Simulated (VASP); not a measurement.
# SiB5 (P-62m) in VASP: single point with PBE

Aim: the single point of SiB5 with PBE.

Program: VASP 6.6.1. These are calculated values, not measurements. Logs are shortened: lines on timing, memory, paths and dates and some standing lists are left out, and cuts for length are marked.

## (1) The cell of the first run

The structure is hexagonal, space group P-62m (No. 189). The conventional cell has a = 4.366 Å, b = 4.366 Å, c = 3.955 Å, α = 90.00°, β = 90.00°, γ = 120.00°. Si (site symmetry -62m) has 12 B at 2.40 to 2.52 Å within 3.2 Å. Within 3.3 Å of B (site symmetry -6) lie 9 B at 2.49 to 2.52 Å and 3 Si at 2.52 Å. B (site symmetry m2m) has 10 B at 2.36 to 2.61 Å and 2 Si at 2.40 Å within 3.1 Å.

The cell was generated, and may not be a known phase.

## (2) Single point, PBE

INCAR

```
PREC = Accurate
ENCUT = 520
EDIFF = 1E-6
ISMEAR = 0
SIGMA = 0.1
LREAL = F
LASPH = T
NELM = 100
ALGO = Normal
ISIF = 2
LWAVE = F
LCHARG = F
GGA = PE
NBANDS = 18
```

KPOINTS

```
regular mesh
0
Gamma
  6 6 4
```

POSCAR

```
SiB5
1.0
    4.3660069200      0.0000000000      0.0000000000
   -2.1830034600      3.7810729100      0.0000000000
    0.0000000000      0.0000000000      3.9551993400
Si B
1 5
Direct
    0.0000000000      0.0000000000      0.5000000000
    0.3333333300      0.6666666700      0.5000000000
    0.0000000000      0.6884842500      0.0000000000
    0.6884842500      0.0000000000      0.0000000000
    0.3115157500      0.3115157500      0.0000000000
    0.6666666700      0.3333333300      0.5000000000
```

Potentials or basis: VASP PAW PBE potentials, release 64 (Si, B).

Command:

```bash
$ cat potpaw_PBE.64/Si/POTCAR potpaw_PBE.64/B/POTCAR > POTCAR
$ mpirun -np 1 vasp_std > vasp.out
```

OUTCAR:

```text
PREC = Accurate
   ENCUT = 520
   EDIFF = 1E-6
   ISMEAR = 0
   LREAL = F
   LASPH = T
   NELM = 100
   ISIF = 2
   GGA = PE

 ion  position               nearest neighbor table
   1  0.000  0.000  0.500-   4 2.40   4 2.40   5 2.40   3 2.40   3 2.40   5 2.40   6 2.52   2 2.52
                             6 2.52   2 2.52   6 2.52   2 2.52
   2  0.333  0.667  0.500-   1 2.52   1 2.52   1 2.52
   3  0.000  0.688  0.000-   1 2.40   1 2.40
   4  0.688  0.000  0.000-   1 2.40   1 2.40
   5  0.312  0.312  0.000-   1 2.40   1 2.40
   6  0.667  0.333  0.500-   1 2.52   1 2.52   1 2.52

  LATTYP: Found a hexagonal cell.
 ALAT       =     4.3660069200
 C/A-ratio  =     0.9059077121

  Lattice vectors:

 A1 = (   4.3660069200,   0.0000000000,   0.0000000000)
 A2 = (  -2.1830034600,   3.7810729100,   0.0000000000)
 A3 = (   0.0000000000,   0.0000000000,   3.9551993400)

Analysis of symmetry for initial positions (statically):
=====================================================================
 Subroutine PRICEL returns:
 Original cell was already a primitive cell.

 Routine SETGRP: Setting up the symmetry group for a
 hexagonal supercell.

 Subroutine GETGRP returns: Found 12 space group operations
 (whereof 12 operations were pure point group operations)
 out of a pool of 24 trial point group operations.

The static configuration has the point symmetry D_3h.

Analysis of symmetry for dynamics (positions and initial velocities):
=====================================================================
 Subroutine PRICEL returns:
 Original cell was already a primitive cell.

 Routine SETGRP: Setting up the symmetry group for a
 hexagonal supercell.

 Subroutine GETGRP returns: Found 12 space group operations
 (whereof 12 operations were pure point group operations)
 out of a pool of 24 trial point group operations.

The dynamic configuration has the point symmetry D_3h.

 Subroutine INISYM returns: Found 12 space group operations
 (whereof 12 operations are pure point group operations),
 and found     1 'primitive' translations

----------------------------------------------------------------------------------------

                                     Primitive cell

  volume of cell :      65.2932

  direct lattice vectors                    reciprocal lattice vectors
     4.366006920  0.000000000  0.000000000     0.229042239  0.132237598  0.000000000
[... 94 lines left out ...]
   IBRION =     -1    ionic relax: 0-MD 1-quasi-New 2-CG
   NFREE  =      0    steps in history (QN), initial steepest desc. (CG)
   ISIF   =      2    stress and relaxation
   ISYM   =      2    0-nonsym 1-usesym 2-fastsym
   POTIM  = 0.5000    time-step for ionic-motion
   TEBEG  =    0.0;   TEEND  =   0.0 temperature during run
   PSTRESS=    0.0 pullay stress
   NELECT =      19.0000    total number of electrons
   NUPDOWN=      -1.0000    fix difference up-down
   EMIN   =  10.00;   EMAX   =-10.00  energy-range for DOS
   EFERMI =   0.00;   METHOD = LEGACY
   ISMEAR =     0;   SIGMA  =   0.10  broadening in eV -4-tet -1-fermi 0-gaus
   EFERMI_NEDOS =   21; number of points for ismear=-14 and -15
   IALGO  =     38    algorithm
   IMIX   =      4    mixing-type and parameters
     AMIX     =   0.40;   BMIX     =  1.00
     AMIX_MAG =   1.60;   BMIX_MAG =  1.00
  volume/ion in A,a.u.               =      10.88        73.44
  Fermi-wavevector in a.u.,A,eV,Ry     =   1.084851  2.050071 16.012719  1.176902
  Thomas-Fermi vector in A             =   2.220951
   LORBIT       =      0    0 simple, 1 ext, 2 COOP (PROOUT), +10 PAW based schemes
   GGA     = PE    functional components
   LHFCALC =     F    Hartree Fock is set to
   AEXX    =    0.0000 exact exchange contribution
   IVDW    =     0    specifies the selected vdW correction
   LEPSILON=     F    determine dielectric tensor
   LRPA    =     F    only Hartree local field effects (RPA)
 non-spin polarized calculation
 Gauss-broadening in eV      SIGMA  =   0.10
  energy-cutoff  :      520.00
  volume of cell :       65.29
 maximum number of plane-waves:      1776
   NGX = 17   NGY = 17   NGZ = 15

 number of electron      19.0000001 magnetization

 Free energy of the ion-electron system (eV)
  ---------------------------------------------------
  ext. energy  EPLUGINS =         0.00000000
  ---------------------------------------------------
  free energy    TOTEN  =       -26.35528097 eV

  energy without entropy =      -26.33963623  energy(sigma->0) =      -26.34745860

 E-fermi :   5.6627     XC(G=0): -10.9058

 val. band max:        5.6602765091   @ k =   0.5000   0.0000   0.0000
 cond. band min:       5.6782163282   @ k =   0.3333  -0.0000   0.2500
 fundamental gap:      0.0179398191
 Fermi energy:         5.6627254815

 k-point     1 :       0.0000    0.0000    0.0000
  band No.  band energies     occupation
      1      -7.8556      2.00000
      2      -0.0067      2.00000
      3       0.0838      2.00000
      4       0.8234      2.00000
      5       0.8234      2.00000
      6       1.3619      2.00000
[... 418 lines left out ...]
      5      -1.9133      2.00000
      6      -1.9133      2.00000
[... 10 lines left out ...]
     17      11.2509      0.00000
     18      11.2556      0.00000

------------------------ aborting loop because EDIFF is reached ----------------------------------------

  FORCE on cell =-STRESS in cart. coord.  units (eV):
  Direction    XX          YY          ZZ          XY          YZ          ZX
  --------------------------------------------------------------------------------------
  -------------------------------------------------------------------------------------
  Total      -12.8475071    -12.8475071    -10.9929663      0.0000000      0.0000000      0.0000000
  in kB     -315.2547221   -315.2547228   -269.7476262      0.0000000      0.0000000      0.0000000
  external PRESSURE =    -300.0856904 kB  Pullay stress =       0.0000000 kB

 VOLUME and BASIS-vectors are now :
 -----------------------------------------------------------------------------
  energy-cutoff  :      520.00
  volume of cell :       65.29
      direct lattice vectors                 reciprocal lattice vectors
     4.366006920  0.000000000  0.000000000     0.229042239  0.132237598  0.000000000
    -2.183003460  3.781072910  0.000000000     0.000000000  0.264475196  0.000000000
     0.000000000  0.000000000  3.955199340     0.000000000  0.000000000  0.252831757

 POSITION                                       TOTAL-FORCE (eV/Angst)
 -----------------------------------------------------------------------------------
      0.00000      0.00000      1.97760         0.000000     -0.000000      0.000000
     -0.00000      2.52072      1.97760         0.000000     -0.000000      0.000000
     -1.50296      2.60321      0.00000        -0.017368      0.030082     -0.000000
      3.00593      0.00000      0.00000         0.034735     -0.000000      0.000000
      0.68004      1.17786      0.00000        -0.017368     -0.030082      0.000000
      2.18300      1.26036      1.97760         0.000000     -0.000000      0.000000
 -----------------------------------------------------------------------------------
    total drift:                                0.000000      0.000000     -0.000000

  FREE ENERGIE OF THE ION-ELECTRON SYSTEM (eV)
  ---------------------------------------------------
  free  energy   TOTEN  =       -26.3552809685 eV

  energy  without entropy=      -26.3396362287  energy(sigma->0) =      -26.34745860
```

OSZICAR:

```text
N       E                     dE             d eps       ncg     rms          rms(c)
DAV:   1     0.211972676709E+02    0.21197E+02   -0.77510E+03   756   0.893E+02
DAV:   2    -0.244648023635E+02   -0.45662E+02   -0.43186E+02   918   0.138E+02
DAV:   3    -0.264255426058E+02   -0.19607E+01   -0.19176E+01  1040   0.229E+01
DAV:   4    -0.264521872074E+02   -0.26645E-01   -0.26509E-01   998   0.250E+00
DAV:   5    -0.264526590877E+02   -0.47188E-03   -0.47160E-03  1026   0.265E-01    0.363E+00
DAV:   6    -0.263794668263E+02    0.73192E-01   -0.60157E-02   992   0.116E+00    0.200E+00
DAV:   7    -0.263558084191E+02    0.23658E-01   -0.57012E-02   956   0.122E+00    0.270E-01
DAV:   8    -0.263553689865E+02    0.43943E-03   -0.35693E-03   984   0.356E-01    0.136E-01
DAV:   9    -0.263552844491E+02    0.84537E-04   -0.37150E-04  1016   0.112E-01    0.421E-02
DAV:  10    -0.263552816388E+02    0.28103E-05   -0.36711E-05   990   0.306E-02    0.164E-02
DAV:  11    -0.263552809685E+02    0.67028E-06   -0.17415E-06   812   0.856E-03
   1 F= -.26355281E+02 E0= -.26347459E+02  d E =-.156447E-01
```

Wall time 18 s (1 thread of Intel Xeon 8259CL, shared host); peak memory 0.18 GiB.

What came out:

| Property | Result |
| --- | --- |
| Free energy | -26.3553 eV |
| Pressure | -30.0 GPa |
| Largest force | 0.035 eV/Å |
| Band gap on the k mesh | zero (an odd number of electrons rules out a gap without spin polarisation) |

Forces in eV/Å, atoms in the order of the input:
```
Si   0.000  0.000  0.000
B    0.000  0.000  0.000
B   -0.017  0.030  0.000
B    0.035  0.000  0.000
B   -0.017 -0.030  0.000
B    0.000  0.000  0.000
```

Caveat: the k points lie up to 0.40 Å⁻¹ apart, too coarse for converged energies and pressures of a metal.
